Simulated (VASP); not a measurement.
# Sb (Pm-3m) in VASP: a series of runs

Sb is run at these levels: LDA; tasks: single point.

Program: VASP 6.6.1. These are calculated values, not measurements. Logs are shortened: lines on timing, memory, paths and dates and some standing lists are left out, and cuts for length are marked.

## Step 1: The cell of the first run

It takes space group Pm-3m (No. 221, cubic). The conventional cell has a = 3.095 Å, b = 3.095 Å, c = 3.095 Å, α = 90.00°, β = 90.00°, γ = 90.00°. Sb (site symmetry m-3m) has 6 Sb at 3.10 Å within 4.1 Å.

## Step 2: Single point, LDA

File INCAR:

```
  PREC = Accurate
  ENCUT = 500
  EDIFF = 1E-6
  ISMEAR = -1
  SIGMA = 0.1
  LREAL = False
  LASPH = True
  NELM = 120
  ALGO = Normal
  ISIF = 2
  LWAVE = False
  LCHARG = False
  GGA = CA
  NBANDS = 8
  GGA_COMPAT = False
```

File KPOINTS:

```
Automatic mesh
0
Gamma
  7 7 7
```

File POSCAR:

```
Sb
1.0
    3.0954921035      0.0000000000      0.0000000000
    0.0000000000      3.0954921035      0.0000000000
    0.0000000000      0.0000000000      3.0954921035
Sb
1
Direct
    0.0000000000      0.0000000000      0.0000000000
```

Potentials or basis: VASP PAW LDA potentials, release 64 (Sb).

On the command line:

```console
$ cat potpaw_LDA.64/Sb/POTCAR > POTCAR
$ mpirun -np 1 vasp_std > vasp.out
```

OUTCAR:

```text
PREC = Accurate
   ENCUT = 500
   EDIFF = 1E-6
   ISMEAR = -1
   LREAL = False
   LASPH = True
   NELM = 120
   ISIF = 2
   GGA = CA

 ion  position               nearest neighbor table
   1  0.000  0.000  0.000-

  LATTYP: Found a simple cubic cell.
 ALAT       =     3.0954921035

  Lattice vectors:

 A1 = (   3.0954921035,   0.0000000000,   0.0000000000)
 A2 = (   0.0000000000,   3.0954921035,   0.0000000000)
 A3 = (   0.0000000000,   0.0000000000,   3.0954921035)

Analysis of symmetry for initial positions (statically):
=====================================================================
 Subroutine PRICEL returns:
 Original cell was already a primitive cell.

 Routine SETGRP: Setting up the symmetry group for a
 simple cubic supercell.

 Subroutine GETGRP returns: Found 48 space group operations
 (whereof 48 operations were pure point group operations)
 out of a pool of 48 trial point group operations.

The static configuration has the point symmetry O_h .

Analysis of symmetry for dynamics (positions and initial velocities):
=====================================================================
 Subroutine PRICEL returns:
 Original cell was already a primitive cell.

 Routine SETGRP: Setting up the symmetry group for a
 simple cubic supercell.

 Subroutine GETGRP returns: Found 48 space group operations
 (whereof 48 operations were pure point group operations)
 out of a pool of 48 trial point group operations.

The dynamic configuration has the point symmetry O_h .

 Subroutine INISYM returns: Found 48 space group operations
 (whereof 48 operations are pure point group operations),
 and found     1 'primitive' translations

----------------------------------------------------------------------------------------

                                     Primitive cell

  volume of cell :      29.6612

  direct lattice vectors                    reciprocal lattice vectors
     3.095492103  0.000000000  0.000000000     0.323050412  0.000000000  0.000000000
     0.000000000  3.095492103  0.000000000     0.000000000  0.323050412  0.000000000
     0.000000000  0.000000000  3.095492103     0.000000000  0.000000000  0.323050412

  length of vectors
     3.095492103  3.095492103  3.095492103     0.323050412  0.323050412  0.323050412

  position of ions in fractional coordinates (direct lattice)
     0.000000000  0.000000000  0.000000000

  ion indices of the primitive-cell ions
   primitive index   ion index
                 1           1

----------------------------------------------------------------------------------------

 KPOINTS: Automatic mesh

Automatic generation of k-mesh.
 Grid dimensions read from file:
 generate k-points for:    7    7    7

 Generating k-lattice:

  Cartesian coordinates                     Fractional coordinates (reciprocal lattice)
     0.046150059  0.000000000  0.000000000     0.142857143  0.000000000  0.000000000
     0.000000000  0.046150059  0.000000000     0.000000000  0.142857143  0.000000000
     0.000000000  0.000000000  0.046150059     0.000000000  0.000000000  0.142857143

  Length of vectors
     0.046150059  0.046150059  0.046150059

  Shift w.r.t. Gamma in fractional coordinates (k-lattice)
     0.000000000  0.000000000  0.000000000

 Subroutine IBZKPT returns following result:
 ===========================================

 Found     20 irreducible k-points:

 Following reciprocal coordinates:
            Coordinates               Weight
  0.000000  0.000000  0.000000      1.000000
  0.142857  0.000000  0.000000      6.000000
  0.285714  0.000000  0.000000      6.000000
  0.428571  0.000000  0.000000      6.000000
  0.142857  0.142857  0.000000     12.000000
  0.285714  0.142857  0.000000     24.000000
[... 12 lines left out ...]
  0.428571  0.428571  0.285714     24.000000
  0.428571  0.428571  0.428571      8.000000
   k-points           NKPTS =     20   k-points in BZ     NKDIM =     20   number of bands    NBANDS=      8
   number of dos      NEDOS =    301   number of ions     NIONS =      1
   total plane-waves  NPLWV =  13824
   dimension x,y,z NGX =    24 NGY =   24 NGZ =   24
   dimension x,y,z NGXF=    48 NGYF=   48 NGZF=   48
   ions per type =               1
   NGX,Y,Z   is equivalent  to a cutoff of  12.89, 12.89, 12.89 a.u.
   NGXF,Y,Z  is equivalent  to a cutoff of  25.78, 25.78, 25.78 a.u.
 SYSTEM =  unknown system
   PREC   = accura    normal or accurate (medium, high low for compatibility)
   ISTART =      0    job   : 0-new  1-cont  2-samecut
   ICHARG =      2    charge: 1-file 2-atom 10-const
   ISPIN  =      1    spin polarized calculation?
   LNONCOLLINEAR =      F non collinear calculations
   LSORBIT =      F    spin-orbit coupling
   LASPH  =      T    aspherical Exc in radial PAW
   ENCUT  =  500.0 eV  36.75 Ry    6.06 a.u.   5.64  5.64  5.64*2*pi/ulx,y,z
   NELM   =    120;   NELMIN=  2; NELMDL= -5     # of ELM steps
   EDIFF  = 0.1E-05   stopping-criterion for ELM
   LREAL  =      F    real-space projection
   EDIFFG = 0.1E-04   stopping-criterion for IOM
   NSW    =      0    number of steps for IOM
   IBRION =     -1    ionic relax: 0-MD 1-quasi-New 2-CG
   NFREE  =      0    steps in history (QN), initial steepest desc. (CG)
   ISIF   =      2    stress and relaxation
   ISYM   =      2    0-nonsym 1-usesym 2-fastsym
   POTIM  = 0.5000    time-step for ionic-motion
   TEBEG  =    0.0;   TEEND  =   0.0 temperature during run
   PSTRESS=    0.0 pullay stress
   NELECT =       5.0000    total number of electrons
   NUPDOWN=      -1.0000    fix difference up-down
   EMIN   =  10.00;   EMAX   =-10.00  energy-range for DOS
   EFERMI =   0.00;   METHOD = LEGACY
   ISMEAR =    -1;   SIGMA  =   0.10  broadening in eV -4-tet -1-fermi 0-gaus
   EFERMI_NEDOS =   21; number of points for ismear=-14 and -15
   IALGO  =     38    algorithm
   IMIX   =      4    mixing-type and parameters
     AMIX     =   0.40;   BMIX     =  1.00
     AMIX_MAG =   1.60;   BMIX_MAG =  1.00
  volume/ion in A,a.u.               =      29.66       200.16
  Fermi-wavevector in a.u.,A,eV,Ry     =   0.904347  1.708968 11.127438  0.817844
  Thomas-Fermi vector in A             =   2.027783
   LORBIT       =      0    0 simple, 1 ext, 2 COOP (PROOUT), +10 PAW based schemes
   GGA     = CA    functional components
   LHFCALC =     F    Hartree Fock is set to
   AEXX    =    0.0000 exact exchange contribution
   IVDW    =     0    specifies the selected vdW correction
   LEPSILON=     F    determine dielectric tensor
   LRPA    =     F    only Hartree local field effects (RPA)
 non-spin polarized calculation
  energy-cutoff  :      500.00
  volume of cell :       29.66
 maximum number of plane-waves:       764
 NGX is ok and might be reduce to    24
   NGX = 11   NGY = 11   NGZ = 11

 number of electron       4.9999999 magnetization

 Free energy of the ion-electron system (eV)
  ---------------------------------------------------
  ext. energy  EPLUGINS =         0.00000000
  ---------------------------------------------------
  free energy    TOTEN  =        -4.81444699 eV

  energy without entropy =       -4.79856164  energy(sigma->0) =       -4.80650432

 E-fermi :   6.8852     XC(G=0):  -9.8242

 val. band max:        6.5688107667   @ k =   0.4286   0.2857   0.1429
 cond. band min:       6.9776112523   @ k =   0.4286   0.2857   0.2857
 fundamental gap:      0.4088004857
 Fermi energy:         6.8852384228

 k-point     1 :       0.0000    0.0000    0.0000
  band No.  band energies     occupation
      1      -5.3768      2.00000
      2      10.3106      0.00000
      3      10.3106      0.00000
      4      10.3106      0.00000
      5      13.9714      0.00000
      6      13.9714      0.00000
      7      15.2942      0.00000
      8      23.6182      0.00000

 k-point     2 :       0.1429    0.0000    0.0000
  band No.  band energies     occupation
      1      -5.0820      2.00000
      2       7.6692      0.00079
      3      10.5971      0.00000
      4      10.5971      0.00000
      5      14.1983      0.00000
      6      14.9684      0.00000
      7      17.5203      0.00000
      8      22.2276      0.00000

 k-point     3 :       0.2857    0.0000    0.0000
  band No.  band energies     occupation
      1      -4.2435      2.00000
      2       4.2907      2.00000
      3      11.3561      0.00000
      4      11.3561      0.00000
      5      14.8544      0.00000
      6      15.8104      0.00000
      7      20.1005      0.00000
      8      20.1005      0.00000

 k-point     4 :       0.4286    0.0000    0.0000
  band No.  band energies     occupation
      1      -3.1807      2.00000
      2       1.8738      2.00000
      3      12.1658      0.00000
      4      12.1658      0.00000
      5      15.7393      0.00000
      6      17.1046      0.00000
      7      18.5313      0.00000
      8      18.5313      0.00000

 k-point     5 :       0.1429    0.1429    0.0000
  band No.  band energies     occupation
      1      -4.7871      2.00000
      2       7.8247      0.00017
      3       8.0924      0.00001
      4      10.8844      0.00000
      5      14.7852      0.00000
      6      17.1937      0.00000
      7      17.9232      0.00000
      8      20.1872      0.00000

 k-point     6 :       0.2857    0.1429    0.0000
  band No.  band energies     occupation
      1      -3.9477      2.00000
      2       4.5728      2.00000
      3       8.7534      0.00000
      4      11.6455      0.00000
      5      15.4655      0.00000
      6      16.7917      0.00000
      7      18.6089      0.00000
      8      20.2947      0.00000

 k-point     7 :       0.4286    0.1429    0.0000
  band No.  band energies     occupation
      1      -2.8824      2.00000
      2       2.1549      2.00000
      3       9.6667      0.00000
      4      12.4587      0.00000
      5      14.8568      0.00000
      6      16.6805      0.00000
      7      18.7397      0.00000
      8      18.7399      0.00000

 k-point     8 :       0.2857    0.2857    0.0000
  band No.  band energies     occupation
      1      -3.1039      2.00000
      2       5.1515      2.00000
      3       5.5873      2.00000
      4      12.4117      0.00000
      5      13.8659      0.00000
      6      16.4202      0.00000
      7      20.8125      0.00000
      8      20.8381      0.00000

 k-point     9 :       0.4286    0.2857    0.0000
  band No.  band energies     occupation
      1      -2.0246      2.00000
      2       2.9192      2.00000
      3       6.2968      1.99445
      4      11.8696      0.00000
      5      13.2304      0.00000
      6      17.5233      0.00000
      7      19.3266      0.00000
      8      19.7176      0.00000

 k-point    10 :       0.4286    0.4286    0.0000
  band No.  band energies     occupation
      1      -0.9008      2.00000
      2       3.7105      2.00000
      3       3.8831      2.00000
      4       9.8597      0.00000
      5      14.0474      0.00000
      6      18.6678      0.00000
      7      20.0191      0.00000
      8      20.0826      0.00000
[... 34 lines left out ...]
 k-point    14 :       0.2857    0.2857    0.1429
  band No.  band energies     occupation
      1      -2.8072      2.00000
      2       5.4277      2.00000
      3       5.8677      1.99992
      4       9.8536      0.00000
      5      14.1883      0.00000
      6      17.5977      0.00000
      7      18.0434      0.00000
      8      19.4359      0.00000

 k-point    15 :       0.4286    0.2857    0.1429
  band No.  band energies     occupation
      1      -1.7252      2.00000
      2       3.1979      2.00000
      3       6.5688      1.91894
      4      10.7863      0.00000
      5      12.1486      0.00000
      6      15.9793      0.00000
      7      18.7159      0.00000
      8      20.2650      0.00000

 k-point    16 :       0.4286    0.4286    0.1429
  band No.  band energies     occupation
      1      -0.5978      2.00000
      2       3.9841      2.00000
      3       4.1602      2.00000
      4      10.1309      0.00000
      5      11.7135      0.00000
      6      16.8744      0.00000
      7      16.9961      0.00000
      8      20.6660      0.00000

 k-point    17 :       0.2857    0.2857    0.2857
  band No.  band energies     occupation
      1      -1.9581      2.00000
      2       6.1684      1.99846
      3       6.1684      1.99846
      4       7.0163      0.42489
      5      14.4969      0.00000
      6      15.2555      0.00000
      7      15.2555      0.00000
      8      21.7062      0.00000

 k-point    18 :       0.4286    0.2857    0.2857
  band No.  band energies     occupation
      1      -0.8610      2.00000
      2       3.9514      2.00000
      3       6.9776      0.56840
      4       7.8014      0.00021
      5      12.5512      0.00000
      6      13.3966      0.00000
      7      16.0332      0.00000
      8      19.7470      0.00000

 k-point    19 :       0.4286    0.4286    0.2857
  band No.  band energies     occupation
      1       0.2863      2.00000
      2       4.7133      2.00000
      3       4.9043      2.00000
      4       8.3358      0.00000
      5      10.9318      0.00000
      6      14.0083      0.00000
      7      14.1723      0.00000
      8      17.6281      0.00000

 k-point    20 :       0.4286    0.4286    0.4286
  band No.  band energies     occupation
      1       1.5055      2.00000
      2       5.4975      2.00000
      3       5.4975      2.00000
      4       5.9785      1.99977
      5      11.8090      0.00000
      6      12.3185      0.00000
      7      12.3185      0.00000
      8      15.3630      0.00000

------------------------ aborting loop because EDIFF is reached ----------------------------------------

  FORCE on cell =-STRESS in cart. coord.  units (eV):
  Direction    XX          YY          ZZ          XY          YZ          ZX
  --------------------------------------------------------------------------------------
  -------------------------------------------------------------------------------------
  Total       -0.5426109     -0.5426109     -0.5426109     -0.0000000      0.0000000     -0.0000000
  in kB      -29.3096073    -29.3096073    -29.3096073     -0.0000000      0.0000000     -0.0000000
  external PRESSURE =     -29.3096073 kB  Pullay stress =       0.0000000 kB

 VOLUME and BASIS-vectors are now :
 -----------------------------------------------------------------------------
  energy-cutoff  :      500.00
  volume of cell :       29.66
      direct lattice vectors                 reciprocal lattice vectors
     3.095492103  0.000000000  0.000000000     0.323050412  0.000000000  0.000000000
     0.000000000  3.095492103  0.000000000     0.000000000  0.323050412  0.000000000
     0.000000000  0.000000000  3.095492103     0.000000000  0.000000000  0.323050412

 POSITION                                       TOTAL-FORCE (eV/Angst)
 -----------------------------------------------------------------------------------
      0.00000      0.00000      0.00000         0.000000      0.000000      0.000000
 -----------------------------------------------------------------------------------
    total drift:                               -0.000000      0.000000      0.000000

  FREE ENERGIE OF THE ION-ELECTRON SYSTEM (eV)
  ---------------------------------------------------
  free  energy   TOTEN  =        -4.8144469948 eV

  energy  without entropy=       -4.7985616436  energy(sigma->0) =       -4.80650432
```

Run time: 2.8 s. Hardware: 1 thread of Intel Xeon 6975P-C, shared host; peak memory 0.12 GiB.

What came out:

| Quantity | Value |
| --- | --- |
| Free energy | -4.8144 eV |
| Pressure | -2.9 GPa |

Caveat: spin-orbit coupling is left out, which moves the levels of the heavy elements.

[end of part 1 of 2]
